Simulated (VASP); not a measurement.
# TiB4 (P4/mmm) in VASP: a series of runs

The runs below take TiB4 through single point, relaxation of cell and atoms, with PBE.

Program: VASP 6.6.1. These are calculated values, not measurements. Logs are shortened: lines on timing, memory, paths and dates and some standing lists are left out, and cuts for length are marked.

**1. The cell of the first run**

It takes space group P4/mmm (No. 123, tetragonal). Conventional cell: a = 4.028 Å, b = 4.028 Å, c = 2.615 Å, α = 90.00°, β = 90.00°, γ = 90.00°. Within 3.3 Å of Ti (site symmetry 4/mmm) lie 16 B at 2.53 Å and 2 Ti at 2.62 Å. Within 2.2 Å of B (site symmetry m2m) lie 3 B at 1.62 to 1.70 Å.

**2. Single point, PBE**

File INCAR:

```
SYSTEM = TiB4
ALGO     = Normal         ! electronic algorithm
EDIFF    = 1E-6           ! SCF threshold, eV
ENCUT    = 520            ! plane-wave cutoff, eV
GGA      = PE             ! functional
ISIF     = 2              ! what is computed and relaxed
ISMEAR   = 0              ! smearing method
LASPH    = .True.         ! aspherical terms in the spheres
LCHARG   = .True.         ! write CHGCAR
LELF     = .True.         ! ELF
LREAL    = .False.        ! projectors in reciprocal space
LVHAR    = .True.       
LWAVE    = .False.        ! write WAVECAR
NBANDS   = 20             ! bands
NELM     = 80             ! most SCF steps
PREC     = Accurate       ! precision mode
SIGMA    = 0.1            ! smearing width, eV
```

File KPOINTS:

```
k-points
0
Gamma
  10 10 14
  0 0 0
```

File POSCAR:

```
TiB4
1.0
    4.0277619732      0.0000000000      0.0000000000
    0.0000000000      4.0277619732      0.0000000000
    0.0000000000      0.0000000000      2.6152390447
Ti B
1 4
Direct
    0.0000000000      0.0000000000      0.5000000000
    0.2013536865      0.5000000000      0.0000000000
    0.7986463135      0.5000000000      0.0000000000
    0.5000000000      0.2013536865      0.0000000000
    0.5000000000      0.7986463135      0.0000000000
```

Potentials or basis: VASP PAW PBE potentials, release 64 (Ti_sv, B).

Run with:

```console
$ cat potpaw_PBE.64/Ti_sv/POTCAR potpaw_PBE.64/B/POTCAR > POTCAR
$ mpirun -np 1 vasp_std > vasp.out
```

OUTCAR:

```text
SYSTEM = TiB4
   EDIFF = 1E-6
   ENCUT = 520
   GGA = PE
   ISIF = 2
   ISMEAR = 0
   LASPH = .True.
   LREAL = .False.
   NELM = 80
   PREC = Accurate

 ion  position               nearest neighbor table
   1  0.000  0.000  0.500-   2 2.53   3 2.53   4 2.53   5 2.53   2 2.53   3 2.53   4 2.53   5 2.53
                             2 2.53   3 2.53   2 2.53   3 2.53   4 2.53   5 2.53   4 2.53   5 2.53
   2  0.201  0.500  0.000-   3 1.62   4 1.70   5 1.70   1 2.53   1 2.53   1 2.53   1 2.53
   3  0.799  0.500  0.000-   2 1.62   4 1.70   5 1.70   1 2.53   1 2.53   1 2.53   1 2.53
   4  0.500  0.201  0.000-   5 1.62   3 1.70   2 1.70   1 2.53   1 2.53   1 2.53   1 2.53
   5  0.500  0.799  0.000-   4 1.62   3 1.70   2 1.70   1 2.53   1 2.53   1 2.53   1 2.53

  LATTYP: Found a simple tetragonal cell.
 ALAT       =     4.0277619732
 C/A-ratio  =     0.6493032761

  Lattice vectors:

 A1 = (   4.0277619732,   0.0000000000,   0.0000000000)
 A2 = (   0.0000000000,   4.0277619732,   0.0000000000)
 A3 = (   0.0000000000,   0.0000000000,   2.6152390447)

Analysis of symmetry for initial positions (statically):
=====================================================================
 Subroutine PRICEL returns:
 Original cell was already a primitive cell.

 Routine SETGRP: Setting up the symmetry group for a
 simple tetragonal supercell.

 Subroutine GETGRP returns: Found 16 space group operations
 (whereof 16 operations were pure point group operations)
 out of a pool of 16 trial point group operations.

The static configuration has the point symmetry D_4h.

Analysis of symmetry for dynamics (positions and initial velocities):
=====================================================================
 Subroutine PRICEL returns:
 Original cell was already a primitive cell.

 Routine SETGRP: Setting up the symmetry group for a
 simple tetragonal supercell.

 Subroutine GETGRP returns: Found 16 space group operations
 (whereof 16 operations were pure point group operations)
 out of a pool of 16 trial point group operations.

The dynamic configuration has the point symmetry D_4h.

 Subroutine INISYM returns: Found 16 space group operations
 (whereof 16 operations are pure point group operations),
 and found     1 'primitive' translations

----------------------------------------------------------------------------------------

                                     Primitive cell

  volume of cell :      42.4267

  direct lattice vectors                    reciprocal lattice vectors
     4.027761973  0.000000000  0.000000000     0.248276836  0.000000000  0.000000000
     0.000000000  4.027761973  0.000000000     0.000000000  0.248276836  0.000000000
     0.000000000  0.000000000  2.615239045     0.000000000  0.000000000  0.382374224

  length of vectors
     4.027761973  4.027761973  2.615239045     0.248276836  0.248276836  0.382374224

  position of ions in fractional coordinates (direct lattice)
     0.000000000  0.000000000  0.500000000
     0.201353686  0.500000000  0.000000000
     0.798646314  0.500000000  0.000000000
     0.500000000  0.201353686  0.000000000
     0.500000000  0.798646314  0.000000000

  ion indices of the primitive-cell ions
   primitive index   ion index
                 1           1
                 2           2
                 3           3
                 4           4
                 5           5

----------------------------------------------------------------------------------------

 KPOINTS: k-points

Automatic generation of k-mesh.
 Grid dimensions read from file:
 generate k-points for:   10   10   14

 Generating k-lattice:

  Cartesian coordinates                     Fractional coordinates (reciprocal lattice)
     0.024827684  0.000000000  0.000000000     0.100000000  0.000000000  0.000000000
     0.000000000  0.024827684  0.000000000     0.000000000  0.100000000  0.000000000
     0.000000000  0.000000000  0.027312445     0.000000000  0.000000000  0.071428571

  Length of vectors
     0.024827684  0.024827684  0.027312445

  Shift w.r.t. Gamma in fractional coordinates (k-lattice)
     0.000000000  0.000000000  0.000000000

 Subroutine IBZKPT returns following result:
 ===========================================

 Found    168 irreducible k-points:

 Following reciprocal coordinates:
            Coordinates               Weight
  0.000000  0.000000  0.000000      1.000000
  0.100000  0.000000  0.000000      4.000000
  0.200000  0.000000  0.000000      4.000000
  0.300000  0.000000  0.000000      4.000000
  0.400000  0.000000  0.000000      4.000000
  0.500000  0.000000  0.000000      2.000000
[... 16 lines left out ...]
  0.100000  0.000000  0.071429      8.000000
  0.200000  0.000000  0.071429      8.000000
 [... further k-points ...]
   k-points           NKPTS =    168   k-points in BZ     NKDIM =    168   number of bands    NBANDS=     20
   number of dos      NEDOS =    301   number of ions     NIONS =      5
   total plane-waves  NPLWV =  18000
   dimension x,y,z NGX =    30 NGY =   30 NGZ =   20
   dimension x,y,z NGXF=    60 NGYF=   60 NGZF=   40
   ions per type =               1   4
   NGX,Y,Z   is equivalent  to a cutoff of  12.38, 12.38, 12.71 a.u.
   NGXF,Y,Z  is equivalent  to a cutoff of  24.77, 24.77, 25.43 a.u.
 SYSTEM =  TiB4
   PREC   = accura    normal or accurate (medium, high low for compatibility)
   ISTART =      0    job   : 0-new  1-cont  2-samecut
   ICHARG =      2    charge: 1-file 2-atom 10-const
   ISPIN  =      1    spin polarized calculation?
   LNONCOLLINEAR =      F non collinear calculations
   LSORBIT =      F    spin-orbit coupling
   LASPH  =      T    aspherical Exc in radial PAW
   ENCUT  =  520.0 eV  38.22 Ry    6.18 a.u.   7.49  7.49  4.86*2*pi/ulx,y,z
   NELM   =     80;   NELMIN=  2; NELMDL= -5     # of ELM steps
   EDIFF  = 0.1E-05   stopping-criterion for ELM
   LREAL  =      F    real-space projection
   EDIFFG = 0.1E-04   stopping-criterion for IOM
   NSW    =      0    number of steps for IOM
   IBRION =     -1    ionic relax: 0-MD 1-quasi-New 2-CG
   NFREE  =      0    steps in history (QN), initial steepest desc. (CG)
   ISIF   =      2    stress and relaxation
   ISYM   =      2    0-nonsym 1-usesym 2-fastsym
   POTIM  = 0.5000    time-step for ionic-motion
   TEBEG  =    0.0;   TEEND  =   0.0 temperature during run
   PSTRESS=    0.0 pullay stress
   NELECT =      24.0000    total number of electrons
   NUPDOWN=      -1.0000    fix difference up-down
   EMIN   =  10.00;   EMAX   =-10.00  energy-range for DOS
   EFERMI =   0.00;   METHOD = LEGACY
   ISMEAR =     0;   SIGMA  =   0.10  broadening in eV -4-tet -1-fermi 0-gaus
   EFERMI_NEDOS =   21; number of points for ismear=-14 and -15
   IALGO  =     38    algorithm
   IMIX   =      4    mixing-type and parameters
     AMIX     =   0.40;   BMIX     =  1.00
     AMIX_MAG =   1.60;   BMIX_MAG =  1.00
  volume/ion in A,a.u.               =       8.49        57.26
  Fermi-wavevector in a.u.,A,eV,Ry     =   1.353938  2.558573 24.941510  1.833149
  Thomas-Fermi vector in A             =   2.481152
   LORBIT       =      0    0 simple, 1 ext, 2 COOP (PROOUT), +10 PAW based schemes
   GGA     = PE    functional components
   LHFCALC =     F    Hartree Fock is set to
   AEXX    =    0.0000 exact exchange contribution
   IVDW    =     0    specifies the selected vdW correction
   LEPSILON=     F    determine dielectric tensor
   LRPA    =     F    only Hartree local field effects (RPA)
 non-spin polarized calculation
 Gauss-broadening in eV      SIGMA  =   0.10
  energy-cutoff  :      520.00
  volume of cell :       42.43
 maximum number of plane-waves:      1178
 NGX is ok and might be reduce to    30
   NGX = 15   NGY = 15   NGZ =  9

 number of electron      24.0000000 magnetization

 Free energy of the ion-electron system (eV)
  ---------------------------------------------------
  ext. energy  EPLUGINS =         0.00000000
  ---------------------------------------------------
  free energy    TOTEN  =       -34.83792061 eV

  energy without entropy =      -34.83301268  energy(sigma->0) =      -34.83546664

 E-fermi :   8.1859     XC(G=0): -12.1390

 val. band max:        8.1623043166   @ k =   0.5000   0.4000   0.2143
 cond. band min:       8.2026937342   @ k =   0.4000   0.4000   0.4286
 fundamental gap:      0.0403894176
 Fermi energy:         8.1859470071

 k-point     1 :       0.0000    0.0000    0.0000
  band No.  band energies     occupation
      1     -49.3153      2.00000
      2     -25.6027      2.00000
      3     -25.6027      2.00000
      4     -25.0623      2.00000
      5      -5.7721      2.00000
      6      -0.1632      2.00000
[... 12 lines left out ...]
     19      15.2251      0.00000
     20      16.4936      0.00000

 k-point     2 :       0.1000    0.0000    0.0000
  band No.  band energies     occupation
      1     -49.3153      2.00000
      2     -25.6047      2.00000
      3     -25.6026      2.00000
      4     -25.0622      2.00000
      5      -5.6989      2.00000
      6      -0.4340      2.00000
[... 12 lines left out ...]
     19      15.0305      0.00000
     20      16.7428      0.00000

 k-point     3 :       0.2000    0.0000    0.0000
  band No.  band energies     occupation
      1     -49.3151      2.00000
      2     -25.6099      2.00000
      3     -25.6022      2.00000
      4     -25.0619      2.00000
      5      -5.4840      2.00000
      6      -1.1800      2.00000
[... 12 lines left out ...]
     19      14.6362      0.00000
     20      17.1349      0.00000

 k-point     4 :       0.3000    0.0000    0.0000
  band No.  band energies     occupation
      1     -49.3149      2.00000
      2     -25.6164      2.00000
      3     -25.6018      2.00000
      4     -25.0616      2.00000
      5      -5.1446      2.00000
      6      -2.0337      2.00000
[... 429 lines left out ...]
 k-point    23 :       0.1000    0.0000    0.0714
  band No.  band energies     occupation
      1     -49.3088      2.00000
      2     -25.5987      2.00000
      3     -25.5966      2.00000
      4     -25.1088      2.00000
      5      -5.6062      2.00000
      6      -0.3554      2.00000
[... 12 lines left out ...]
     19      14.6235      0.00000
     20      16.7086      0.00000

 k-point    24 :       0.2000    0.0000    0.0714
  band No.  band energies     occupation
      1     -49.3086      2.00000
      2     -25.6039      2.00000
      3     -25.5963      2.00000
      4     -25.1086      2.00000
      5      -5.3934      2.00000
      6      -1.1038      2.00000
[... 12 lines left out ...]
     19      14.6516      0.00000
     20      16.7649      0.00000

 [... further k-points ...]
[... 5 lines left out ...]
  --------------------------------------------------------------------------------------
  -------------------------------------------------------------------------------------
  Total        0.0413606      0.0413606      0.0237742      0.0000000     -0.0000000      0.0000000
  in kB        1.5619190      1.5619190      0.8977940      0.0000000     -0.0000000      0.0000000
  external PRESSURE =       1.3405440 kB  Pullay stress =       0.0000000 kB

 VOLUME and BASIS-vectors are now :
 -----------------------------------------------------------------------------
  energy-cutoff  :      520.00
  volume of cell :       42.43
      direct lattice vectors                 reciprocal lattice vectors
     4.027761973  0.000000000  0.000000000     0.248276836  0.000000000  0.000000000
     0.000000000  4.027761973  0.000000000     0.000000000  0.248276836  0.000000000
     0.000000000  0.000000000  2.615239045     0.000000000  0.000000000  0.382374224

 POSITION                                       TOTAL-FORCE (eV/Angst)
 -----------------------------------------------------------------------------------
      0.00000      0.00000      1.30762         0.000000      0.000000      0.000000
      0.81100      2.01388      0.00000         0.004415     -0.000000      0.000000
      3.21676      2.01388      0.00000        -0.004415      0.000000     -0.000000
      2.01388      0.81100      0.00000         0.000000      0.004415      0.000000
      2.01388      3.21676      0.00000         0.000000     -0.004415     -0.000000
 -----------------------------------------------------------------------------------
    total drift:                                0.000000      0.000000      0.000000

  FREE ENERGIE OF THE ION-ELECTRON SYSTEM (eV)
  ---------------------------------------------------
  free  energy   TOTEN  =       -34.8379206127 eV

  energy  without entropy=      -34.8330126757  energy(sigma->0) =      -34.83546664
```

Run time: 55 s. Hardware: 1 thread of Intel Xeon 6975P-C (Granite Rapids), shared host; peak memory 0.24 GiB.

What came out:

```
Free energy            : -34.8379 eV
Pressure               : 0.1 GPa
Largest force          : 0.004 eV/Å
Band gap on the k mesh : zero (band 12 reaches 9.48 eV, above the bottom of band 13 at 6.83 eV)
```

Forces on the atoms (eV/Å):
```
Ti   0.000  0.000  0.000
B    0.004  0.000  0.000
B   -0.004  0.000  0.000
B    0.000  0.004  0.000
B    0.000 -0.004  0.000
```

(Part 1 of 2 ends here.)
